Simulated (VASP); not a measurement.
A run of VASP 6.6.1 is set up as follows.

Contents of INCAR:

```
SYSTEM = Sc
PREC     = Accurate       ! precision mode
ENCUT    = 520            ! plane-wave cutoff, eV
EDIFF    = 1E-7           ! SCF threshold, eV
ISMEAR   = -1             ! smearing method
SIGMA    = 0.06122561905347299 ! smearing width, eV
LREAL    = .FALSE.        ! projectors in reciprocal space
LASPH    = .TRUE.         ! aspherical terms in the spheres
NELM     = 100            ! most SCF steps
ALGO     = Normal         ! electronic algorithm
ISIF     = 2              ! what is computed and relaxed
LWAVE    = .FALSE.        ! write WAVECAR
LCHARG   = .FALSE.        ! write CHGCAR
GGA      = PE             ! functional
NBANDS   = 18             ! bands
```

Contents of KPOINTS:

```
Automatic mesh
0
G
  10 10 10
  0 0 0
```

The input POSCAR:

```
Sc
1.0
    0.0000000000      3.2089700406      3.2089700406
    3.2089700406      0.0000000000      3.2089700406
    3.2089700406      3.2089700406      0.0000000000
Sc
2
Direct
    0.0000000000      0.0000000000      0.0000000000
    0.2500000000      0.2500000000      0.2500000000
```

Potentials or basis: VASP PAW PBE potentials, release 64 (Sc_sv).

Launch:

```bash
$ cat potpaw_PBE.64/Sc_sv/POTCAR > POTCAR
$ mpirun -np 1 vasp_std > vasp.out
```

Task: Predict the band gap on the k mesh.

Result: Zero (bands 11 and 12 overlap by 0.52 eV).

Task: Estimate the pressure.

Result: 0.4 GPa.
